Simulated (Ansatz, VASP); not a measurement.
One calculation of BN, two programs

POSCAR

```
BN
1.0
   -2.5439665234      0.0000000000      0.0000000000
   -1.2719832617     -2.2031396357      0.0000000000
    0.0000000000      0.0000000000     14.6232348039
B N
6 6
Direct
    0.6666666667      0.6666666667      0.1977805731
    0.6666666667      0.6666666667      0.4855243583
    0.6666666667      0.6666666667      0.7732681435
    0.3333333333      0.3333333333      0.0539086804
    0.3333333333      0.3333333333      0.3416524657
    0.3333333333      0.3333333333      0.6293962509
    0.6666666667      0.6666666667      0.0899919865
    0.6666666667      0.6666666667      0.3777357718
    0.6666666667      0.6666666667      0.6654795570
    0.3333333333      0.3333333333      0.8093514496
    0.3333333333      0.3333333333      0.2338638792
    0.3333333333      0.3333333333      0.5216076644
```

INCAR.step1

```
ALGO = Normal ; EDIFF = 1E-4
ENCUT = 520 ; GGA = PE
ISMEAR = 0 ; LASPH = True
LCHARG = False ; LREAL = False
LWAVE = True ; NBANDS = 36
NELM = 100 ; PREC = Accurate
SIGMA = 0.05
```

INCAR.step2

```
ALGO = Normal ; EDIFF = 1E-7
ENCUT = 520 ; ISIF = 2
ISMEAR = 0 ; ISTART = 1
LASPH = True ; LCHARG = True
LELF = True ; LMIXTAU = True
LREAL = False ; LVHAR = True
LWAVE = False ; METAGGA = R2SCAN
NBANDS = 36 ; NELM = 100
PREC = Accurate ; SIGMA = 0.05
```

Contents of KPOINTS:

```
k-points
0
Gamma
  10 10 2
```

Input for Ansatz:

```yaml
crystal:
  lattice:
    - [-2.5439665234, 0.0, 0.0]
    - [-1.2719832617, -2.2031396357, 0.0]
    - [0.0, 0.0, 14.6232348039]
  atoms:
    - { symbol: B, position: [0.6666666667, 0.6666666667, 0.1977805731] }
    - { symbol: B, position: [0.6666666667, 0.6666666667, 0.4855243583] }
    - { symbol: B, position: [0.6666666667, 0.6666666667, 0.7732681435] }
    - { symbol: B, position: [0.3333333333, 0.3333333333, 0.0539086804] }
    - { symbol: B, position: [0.3333333333, 0.3333333333, 0.3416524657] }
    - { symbol: B, position: [0.3333333333, 0.3333333333, 0.6293962509] }
    - { symbol: "N", position: [0.6666666667, 0.6666666667, 0.0899919865] }
    - { symbol: "N", position: [0.6666666667, 0.6666666667, 0.3777357718] }
    - { symbol: "N", position: [0.6666666667, 0.6666666667, 0.665479557] }
    - { symbol: "N", position: [0.3333333333, 0.3333333333, 0.8093514496] }
    - { symbol: "N", position: [0.3333333333, 0.3333333333, 0.2338638792] }
    - { symbol: "N", position: [0.3333333333, 0.3333333333, 0.5216076644] }
basis:
  ecutwfc: 500
kpoints:
  mp_grid: { grid: [10, 10, 2] }
hamiltonian:
  xc: r2scan
scf:
  occupations: { method: gaussian, width: 0.05 }
output:
  forces: true
  stress: true
  eigenvalues: true
```

Alike in both runs: task single point; functional r2SCAN; k mesh 10 × 10 × 2; occupations gaussian, width 0.05 eV; no spin polarisation.

|  | VASP | Ansatz |
| --- | --- | --- |
| version | VASP 6.6.1 | Ansatz 0.2.0 |
| potentials or method | VASP PAW PBE potentials, release 64 (B, N), cutoff 520 eV | scalar-relativistic, plane waves, PAW |
| valence electrons in the cell | 48 | 48 |

Ansatz gave:

* gap on the k mesh at the Fermi level (eV): none
* pressure (GPa): -3.9
* traceless stress, the component that is largest in VASP (GPa): -3.15
* rms of the force components (eV/Å): 1.006

Question: What did VASP give for the same quantities?

Answer: gap on the k mesh at the Fermi level (eV): none; pressure (GPa): -3.1; traceless stress, the component that is largest in VASP (GPa): -3.25; rms of the force components (eV/Å): 1.005.

VASP's potentials were made for PBE, not for r2SCAN. Atom by atom the forces differ by 0.011 eV/Å (rms over components). A gap of «none» marks a metal or a gap that the smearing closes.
